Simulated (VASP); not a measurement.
# Pt: single point with LDA

Crystal: Pt.

```
CELL_PARAMETERS angstrom
0.00000 1.94698 1.94698
1.94698 0.00000 1.94698
1.94698 1.94698 0.00000
ATOMIC_POSITIONS crystal
Pt 0.00000 0.00000 0.00000
```

```
Program                : VASP 6.6.1
Task                   : single point
Functional             : LDA
Potentials or basis    : VASP PAW LDA potentials, release 64 (Pt)
Cutoff                 : 520 eV
k mesh                 : 18 × 18 × 18
Occupations            : fermi-dirac, width 0.05 eV
Spin                   : no spin polarisation
Dipole correction      : no
Further INCAR settings : ALGO = Normal; EDIFF = 1e-06; NBANDS = 11
```

- Pressure: 0.8 GPa
- Band gap on the k mesh: zero (band 5 reaches 12.08 eV, above the bottom of band 6 at 9.76 eV)

Levels at points of the mesh, in eV from the Fermi level:
```csv
k point,band 1,band 2,band 3,band 4,band 5,band 6,band 7,band 8,band 9,band 10
"(0.00, 0.00, 0.00)",-10.49,-3.96,-3.96,-3.96,-1.69,-1.69,14.55,19.60,19.60,19.60
"(0.50, 0.00, 0.00)",-7.59,-4.01,-4.01,-0.57,0.04,0.04,5.99,14.13,19.04,19.04
"(0.50, 0.50, 0.00)",-7.34,-6.89,0.03,0.51,0.51,1.72,9.10,11.40,11.40,20.46
```

It took 8.9 s on 1 thread of Intel(R) Xeon(R) 6975P-C (Granite Rapids), on a shared host, peak memory 0.14 GiB.

Caveat: spin-orbit coupling is left out, which moves the levels of the heavy elements.
